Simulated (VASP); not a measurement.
# CoO (Fm-3m) in VASP: a series of runs

The runs below take CoO through single point, with PBE.

All numbers are computed with VASP 6.6.1; they aren't measurements. Logs are shortened: lines on timing, memory, paths and dates and some standing lists are left out, and cuts for length are marked.

### 1 The cell of the first run

Symmetry: Fm-3m, No. 225, cubic system. The conventional cell has a = 4.263 Å, b = 4.263 Å, c = 4.263 Å, α = 90.00°, β = 90.00°, γ = 90.00°. Within 2.8 Å of Co (site symmetry m-3m) lie 6 O at 2.13 Å. Within 2.8 Å of O (site symmetry m-3m) lie 6 Co at 2.13 Å.

### 2 Single point, PBE, collinear spin, ferromagnetic start

INCAR

```
ALGO = Normal ; EDIFF = 1E-7
ENCUT = 520 ; GGA = PE
ISIF = 2 ; ISMEAR = 0
ISPIN = 2 ; LASPH = T
LCHARG = F ; LMAXMIX = 4
LORBIT = 11 ; LREAL = F
LWAVE = F ; MAGMOM = 3 0
NBANDS = 18 ; NELM = 150
PREC = Accurate ; SIGMA = 0.05
```

KPOINTS

```
k-points
0
Gamma
  8 8 8
```

POSCAR

```
CoO
1.0
    0.0000000000      2.1315016600      2.1315016600
    2.1315016600      0.0000000000      2.1315016600
    2.1315016600      2.1315016600      0.0000000000
Co O
1 1
Direct
    0.0000000000      0.0000000000      0.0000000000
    0.5000000000      0.5000000000      0.5000000000
```

Potentials or basis: VASP PAW PBE potentials, release 64 (Co, O).

Launch:

```bash
> cat potpaw_PBE.64/Co/POTCAR potpaw_PBE.64/O/POTCAR > POTCAR
> mpirun -np 1 vasp_std > vasp.out
```

OUTCAR:

```text
EDIFF = 1E-7
   ENCUT = 520
   GGA = PE
   ISIF = 2
   ISMEAR = 0
   ISPIN = 2
   LASPH = T
   LORBIT = 11
   LREAL = F
   NELM = 150
   PREC = Accurate

 ion  position               nearest neighbor table
   1  0.000  0.000  0.000-   2 2.13   2 2.13   2 2.13   2 2.13   2 2.13   2 2.13
   2  0.500  0.500  0.500-   1 2.13   1 2.13   1 2.13   1 2.13   1 2.13   1 2.13

  LATTYP: Found a face centered cubic cell.
 ALAT       =     4.2630033200

  Lattice vectors:

 A1 = (   0.0000000000,   2.1315016600,   2.1315016600)
 A2 = (   2.1315016600,   0.0000000000,   2.1315016600)
 A3 = (   2.1315016600,   2.1315016600,   0.0000000000)

Analysis of symmetry for initial positions (statically):
=====================================================================
 Subroutine PRICEL returns:
 Original cell was already a primitive cell.

 Routine SETGRP: Setting up the symmetry group for a
 face centered cubic supercell.

 Subroutine GETGRP returns: Found 48 space group operations
 (whereof 48 operations were pure point group operations)
 out of a pool of 48 trial point group operations.

The static configuration has the point symmetry O_h .

Analysis of symmetry for dynamics (positions and initial velocities):
=====================================================================
 Subroutine PRICEL returns:
 Original cell was already a primitive cell.

 Routine SETGRP: Setting up the symmetry group for a
 face centered cubic supercell.

 Subroutine GETGRP returns: Found 48 space group operations
 (whereof 48 operations were pure point group operations)
 out of a pool of 48 trial point group operations.

The dynamic configuration has the point symmetry O_h .

Analysis of structural, dynamic, and magnetic symmetry:
=====================================================================
 Subroutine PRICEL returns:
 Original cell was already a primitive cell.

 Routine SETGRP: Setting up the symmetry group for a
 face centered cubic supercell.

 Subroutine GETGRP returns: Found 48 space group operations
 (whereof 48 operations were pure point group operations)
 out of a pool of 48 trial point group operations.

The overall configuration has the point symmetry O_h .

 Subroutine INISYM returns: Found 48 space group operations
 (whereof 48 operations are pure point group operations),
 and found     1 'primitive' translations

----------------------------------------------------------------------------------------

                                     Primitive cell

  volume of cell :      19.3681

  direct lattice vectors                    reciprocal lattice vectors
     0.000000000  2.131501660  2.131501660    -0.234576407  0.234576407  0.234576407
     2.131501660  0.000000000  2.131501660     0.234576407 -0.234576407  0.234576407
     2.131501660  2.131501660  0.000000000     0.234576407  0.234576407 -0.234576407

  length of vectors
     3.014398556  3.014398556  3.014398556     0.406298254  0.406298254  0.406298254

  position of ions in fractional coordinates (direct lattice)
     0.000000000  0.000000000  0.000000000
     0.500000000  0.500000000  0.500000000

  ion indices of the primitive-cell ions
   primitive index   ion index
                 1           1
                 2           2

----------------------------------------------------------------------------------------

 KPOINTS: k-points

Automatic generation of k-mesh.
 Grid dimensions read from file:
 generate k-points for:    8    8    8

 Generating k-lattice:

  Cartesian coordinates                     Fractional coordinates (reciprocal lattice)
    -0.029322051  0.029322051  0.029322051     0.125000000  0.000000000  0.000000000
     0.029322051 -0.029322051  0.029322051     0.000000000  0.125000000  0.000000000
     0.029322051  0.029322051 -0.029322051     0.000000000  0.000000000  0.125000000

  Length of vectors
     0.050787282  0.050787282  0.050787282

  Shift w.r.t. Gamma in fractional coordinates (k-lattice)
     0.000000000  0.000000000  0.000000000

 Subroutine IBZKPT returns following result:
 ===========================================

 Found     29 irreducible k-points:

 Following reciprocal coordinates:
            Coordinates               Weight
  0.000000  0.000000  0.000000      1.000000
  0.125000  0.000000  0.000000      8.000000
  0.250000  0.000000  0.000000      8.000000
  0.375000  0.000000  0.000000      8.000000
  0.500000  0.000000  0.000000      4.000000
  0.125000  0.125000  0.000000      6.000000
[... 16 lines left out ...]
  0.500000  0.250000  0.125000     48.000000
 -0.375000  0.250000  0.125000     24.000000
 [... further k-points ...]
   k-points           NKPTS =     29   k-points in BZ     NKDIM =     29   number of bands    NBANDS=     18
   number of dos      NEDOS =    301   number of ions     NIONS =      2
   total plane-waves  NPLWV =  13824
   dimension x,y,z NGX =    24 NGY =   24 NGZ =   24
   dimension x,y,z NGXF=    48 NGYF=   48 NGZF=   48
   ions per type =               1   1
   NGX,Y,Z   is equivalent  to a cutoff of  13.24, 13.24, 13.24 a.u.
   NGXF,Y,Z  is equivalent  to a cutoff of  26.47, 26.47, 26.47 a.u.
 SYSTEM =  unknown system
   PREC   = accura    normal or accurate (medium, high low for compatibility)
   ISTART =      0    job   : 0-new  1-cont  2-samecut
   ICHARG =      2    charge: 1-file 2-atom 10-const
   ISPIN  =      2    spin polarized calculation?
   LNONCOLLINEAR =      F non collinear calculations
   LSORBIT =      F    spin-orbit coupling
   LASPH  =      T    aspherical Exc in radial PAW
   ENCUT  =  520.0 eV  38.22 Ry    6.18 a.u.   5.60  5.60  5.60*2*pi/ulx,y,z
   NELM   =    150;   NELMIN=  2; NELMDL= -5     # of ELM steps
   EDIFF  = 0.1E-06   stopping-criterion for ELM
   LREAL  =      F    real-space projection
   EDIFFG = 0.1E-05   stopping-criterion for IOM
   NSW    =      0    number of steps for IOM
   IBRION =     -1    ionic relax: 0-MD 1-quasi-New 2-CG
   NFREE  =      0    steps in history (QN), initial steepest desc. (CG)
   ISIF   =      2    stress and relaxation
   ISYM   =      2    0-nonsym 1-usesym 2-fastsym
   POTIM  = 0.5000    time-step for ionic-motion
   TEBEG  =    0.0;   TEEND  =   0.0 temperature during run
   PSTRESS=    0.0 pullay stress
   NELECT =      15.0000    total number of electrons
   NUPDOWN=      -1.0000    fix difference up-down
   EMIN   =  10.00;   EMAX   =-10.00  energy-range for DOS
   EFERMI =   0.00;   METHOD = LEGACY
   ISMEAR =     0;   SIGMA  =   0.05  broadening in eV -4-tet -1-fermi 0-gaus
   EFERMI_NEDOS =   21; number of points for ismear=-14 and -15
   IALGO  =     38    algorithm
   IMIX   =      4    mixing-type and parameters
     AMIX     =   0.40;   BMIX     =  1.00
     AMIX_MAG =   1.60;   BMIX_MAG =  1.00
  volume/ion in A,a.u.               =       9.68        65.35
  Fermi-wavevector in a.u.,A,eV,Ry     =   1.503406  2.841025 30.752286  2.260229
  Thomas-Fermi vector in A             =   2.614520
   LORBIT       =     11    0 simple, 1 ext, 2 COOP (PROOUT), +10 PAW based schemes
   GGA     = PE    functional components
   LHFCALC =     F    Hartree Fock is set to
   AEXX    =    0.0000 exact exchange contribution
   IVDW    =     0    specifies the selected vdW correction
   LEPSILON=     F    determine dielectric tensor
   LRPA    =     F    only Hartree local field effects (RPA)
 spin polarized calculation
 Gauss-broadening in eV      SIGMA  =   0.05
  energy-cutoff  :      520.00
  volume of cell :       19.37
 maximum number of plane-waves:       544
 NGX is ok and might be reduce to    24
   NGX = 11   NGY = 11   NGZ = 11

 number of electron      15.0000007 magnetization       2.8588817

 Free energy of the ion-electron system (eV)
  ---------------------------------------------------
  ext. energy  EPLUGINS =         0.00000000
  ---------------------------------------------------
  free energy    TOTEN  =       -13.04834006 eV

  energy without entropy =      -13.04343146  energy(sigma->0) =      -13.04588576

 E-fermi :   7.8720     XC(G=0): -12.3960

 val. band max:        7.8692901423   @ k =  -0.2500   0.2500   0.0000
 cond. band min:       7.9007038042   @ k =   0.3750   0.2500   0.0000
 fundamental gap:      0.0314136620
 Fermi energy:         7.8720225816

 spin component 1

 k-point     1 :       0.0000    0.0000    0.0000
  band No.  band energies     occupation
      1     -12.3000      1.00000
      2       4.6385      1.00000
      3       4.6386      1.00000
      4       4.7623      1.00000
      5       4.7623      1.00000
      6       4.7623      1.00000
[... 10 lines left out ...]
     17      29.3065      0.00000
     18      32.7850      0.00000
[... 463 lines left out ...]
 k-point    24 :      -0.3750    0.2500    0.1250
  band No.  band energies     occupation
      1     -11.0151      1.00000
      2       0.4910      1.00000
      3       1.8454      1.00000
      4       2.0748      1.00000
      5       5.3368      1.00000
      6       5.5702      1.00000
[... 10 lines left out ...]
     17      35.8039      0.00000
     18      37.0223      0.00000

 [... further k-points ...]

 spin component 2

 k-point     1 :       0.0000    0.0000    0.0000
  band No.  band energies     occupation
      1     -11.8214      1.00000
      2       5.2947      1.00000
      3       5.2947      1.00000
      4       5.2947      1.00000
      5       6.7762      1.00000
      6       6.7763      1.00000
[... 10 lines left out ...]
     17      30.2536      0.00000
     18      33.5916      0.00000
[... 463 lines left out ...]
 k-point    24 :      -0.3750    0.2500    0.1250
  band No.  band energies     occupation
      1     -10.4841      1.00000
      2       1.0330      1.00000
      3       2.7662      1.00000
      4       3.3068      1.00000
      5       7.5437      1.00000
      6       7.6371      1.00000
[... 10 lines left out ...]
     17      36.1507      0.00000
     18      37.6347      0.00000

 [... further k-points ...]

------------------------ aborting loop because EDIFF is reached ----------------------------------------

  FORCE on cell =-STRESS in cart. coord.  units (eV):
  Direction    XX          YY          ZZ          XY          YZ          ZX
  --------------------------------------------------------------------------------------
  -------------------------------------------------------------------------------------
  Total       -0.3630354     -0.3630354     -0.3630354     -0.0000000      0.0000000     -0.0000000
  in kB      -30.0311897    -30.0311897    -30.0311897     -0.0000000      0.0000000     -0.0000000
  external PRESSURE =     -30.0311897 kB  Pullay stress =       0.0000000 kB

 VOLUME and BASIS-vectors are now :
 -----------------------------------------------------------------------------
  energy-cutoff  :      520.00
  volume of cell :       19.37
      direct lattice vectors                 reciprocal lattice vectors
     0.000000000  2.131501660  2.131501660    -0.234576407  0.234576407  0.234576407
     2.131501660  0.000000000  2.131501660     0.234576407 -0.234576407  0.234576407
     2.131501660  2.131501660  0.000000000     0.234576407  0.234576407 -0.234576407

 POSITION                                       TOTAL-FORCE (eV/Angst)
 -----------------------------------------------------------------------------------
      0.00000      0.00000      0.00000        -0.000000     -0.000000     -0.000000
      2.13150      2.13150      2.13150         0.000000      0.000000      0.000000
 -----------------------------------------------------------------------------------
    total drift:                                0.000000     -0.000000     -0.000000

  FREE ENERGIE OF THE ION-ELECTRON SYSTEM (eV)
  ---------------------------------------------------
  free  energy   TOTEN  =       -13.0483400568 eV

  energy  without entropy=      -13.0434314552  energy(sigma->0) =      -13.04588576

 total charge

# of ion       s       p       d       tot
------------------------------------------
    1        0.293   0.354   7.145   7.792
    2        1.556   3.420   0.000   4.976
--------------------------------------------------
tot          1.849   3.774   7.145  12.768

 magnetization (x)

# of ion       s       p       d       tot
------------------------------------------
    1        0.021   0.018   2.489   2.527
    2        0.028   0.255   0.000   0.283
--------------------------------------------------
tot          0.049   0.272   2.489   2.810
```

Run time: 14 s. Hardware: 1 thread of Intel Xeon Platinum 8559C (Emerald Rapids), shared host; peak memory 0.15 GiB.

What came out:

| Property | Result |
| --- | --- |
| Free energy | -13.0483 eV |
| Pressure | -3.0 GPa |
| Net moment | 2.86 μB per cell |
| Site moments | Co +2.53; O +0.28 μB |
| Valence electrons inside the program's atomic spheres | Co 7.79; O 4.98 |

Caveat: a cell with one magnetic atom can't hold antiferromagnetic order, which such compounds often take; semilocal functionals often make such compounds metallic where correlation or magnetic order opens a gap, which also shifts bond lengths. With open d or f shells a metallic result of PBE can be an artefact of self-interaction; +U or a hybrid may open a gap.

### 3 Single point, PBE, collinear spin, ferromagnetic start

INCAR

```
PREC     = Accurate       # precision mode
ENCUT    = 520            # plane-wave cutoff, eV
EDIFF    = 1E-6           # SCF threshold, eV
ISMEAR   = 0              # smearing method
SIGMA    = 0.05           # smearing width, eV
LREAL    = False          # projectors in reciprocal space
LASPH    = True           # aspherical terms in the spheres
NELM     = 150            # most SCF steps
ALGO     = Normal         # electronic algorithm
ISIF     = 2              # what is computed and relaxed
LWAVE    = False          # write WAVECAR
LCHARG   = False          # write CHGCAR
ISPIN    = 2              # spin polarisation
MAGMOM   = 2.72 0.34      # initial moments
LORBIT   = 11             # projections on sites
LMAXMIX  = 4              # l up to which the mixer works
GGA      = PE             # functional
NBANDS   = 18             # bands
```

KPOINTS

```
Automatic mesh
0
Gamma
  8 8 8
```

POSCAR is that of step 2.

Potentials or basis: VASP PAW PBE potentials, release 64 (Co, O).

Launch:

```bash
> cat potpaw_PBE.64/Co/POTCAR potpaw_PBE.64/O/POTCAR > POTCAR
> mpirun -np 1 vasp_std > vasp.out
```

Run time: 14 s. Hardware: 1 thread of Intel Xeon Platinum 8559C (Emerald Rapids), shared host; peak memory 0.15 GiB.

It converged, with:

- Free energy: -13.0483 eV
- Pressure: -2.9 GPa
- Net moment: 2.86 μB per cell
- Site moments: Co +2.53; O +0.28 μB
- Valence electrons inside the program's atomic spheres: Co 7.79; O 4.98

Levels at points of the mesh, in eV from the Fermi level:
Spin up:
| k point | band 5 | band 6 | band 7 | band 8 | band 9 | band 10 | band 11 | band 12 | band 13 | band 14 |
| --- | --- | --- | --- | --- | --- | --- | --- | --- | --- | --- |
| (0.00, 0.00, 0.00) | -3.11 | -3.11 | -3.03 | -3.03 | -3.03 | 0.99 | 16.86 | 18.13 | 18.13 | 18.13 |
| (0.50, 0.00, 0.00) | -2.32 | -2.32 | -1.77 | 0.11 | 0.11 | 5.08 | 9.32 | 13.44 | 13.44 | 20.45 |
| (0.50, 0.50, 0.00) | -3.88 | -2.89 | -2.39 | -2.03 | -2.03 | 5.87 | 9.81 | 11.69 | 15.73 | 15.73 |
Spin down:
```tsv
k point	band 3	band 4	band 5	band 6	band 7	band 8	band 9	band 10
(0.00, 0.00, 0.00)	-2.58	-2.58	-1.10	-1.10	-1.10	0.07	0.07	1.52
(0.50, 0.00, 0.00)	-4.62	-4.62	-0.13	-0.13	0.17	2.68	2.68	5.35
(0.50, 0.50, 0.00)	-3.82	-3.82	-2.21	0.12	0.12	0.53	0.98	6.70
```

Caveat: a cell with one magnetic atom can't hold antiferromagnetic order, which such compounds often take; semilocal functionals often make such compounds metallic where correlation or magnetic order opens a gap, which also shifts bond lengths. With open d or f shells a metallic result of PBE can be an artefact of self-interaction; +U or a hybrid may open a gap.

### 4 Single point, PBE, collinear spin, ferromagnetic start

INCAR

```
SYSTEM = CoO
  PREC = Accurate
  ENCUT = 600
  EDIFF = 1E-6
  ISMEAR = 0
  SIGMA = 0.05
  LREAL = .False.
  LASPH = .True.
  NELM = 200
  ALGO = Normal
  ISIF = 2
  LWAVE = .False.
  LCHARG = .False.
  ISPIN = 2
  MAGMOM = 2.72 0.34
  LORBIT = 11
  LMAXMIX = 4
  GGA = PE
  NBANDS = 18
  GGA_COMPAT = .False.
```

KPOINTS

```
regular mesh
0
Gamma
  8 8 8
  0 0 0
```

POSCAR is that of step 3.

Launch:

```bash
> cat potpaw_PBE.64/Co/POTCAR potpaw_PBE.64/O/POTCAR > POTCAR
> mpirun -np 1 vasp_std > vasp.out
```

Wall time 14 s (1 thread of Intel Xeon Platinum 8375C at 2.90GHz (Ice Lake), shared host); peak memory 0.16 GiB.

The run converged. Its results:

```yaml
Free_energy: -13.0502 eV
Pressure: -3.2 GPa
Net_moment: 2.86 μB per cell
Site_moments: Co +2.53; O +0.28 μB
Valence_electrons_inside_the_program's_atomic_spheres: Co 7.79; O 4.97
```

Levels at points of the mesh, in eV from the Fermi level:
Spin up:
```csv
k point,band 7,band 8,band 9,band 10,band 11,band 12
"(0.00, 0.00, 0.00)",-3.03,-3.03,-3.03,1.00,16.86,18.13
"(0.50, 0.00, 0.00)",-1.77,0.11,0.11,5.08,9.32,13.44
"(0.50, 0.50, 0.00)",-2.39,-2.03,-2.03,5.87,9.81,11.69
```
Spin down:
```
           k point  band 3  band 4  band 5  band 6  band 7  band 8  band 9  band 10
(0.00, 0.00, 0.00)   -2.58   -2.58   -1.10   -1.10   -1.10    0.07    0.07     1.52
(0.50, 0.00, 0.00)   -4.62   -4.62   -0.13   -0.13    0.17    2.68    2.68     5.35
(0.50, 0.50, 0.00)   -3.82   -3.82   -2.21    0.12    0.12    0.54    0.98     6.71
```

Caveat: a cell with one magnetic atom can't hold antiferromagnetic order, which such compounds often take; semilocal functionals often make such compounds metallic where correlation or magnetic order opens a gap, which also shifts bond lengths. With open d or f shells a metallic result of PBE can be an artefact of self-interaction; +U or a hybrid may open a gap.
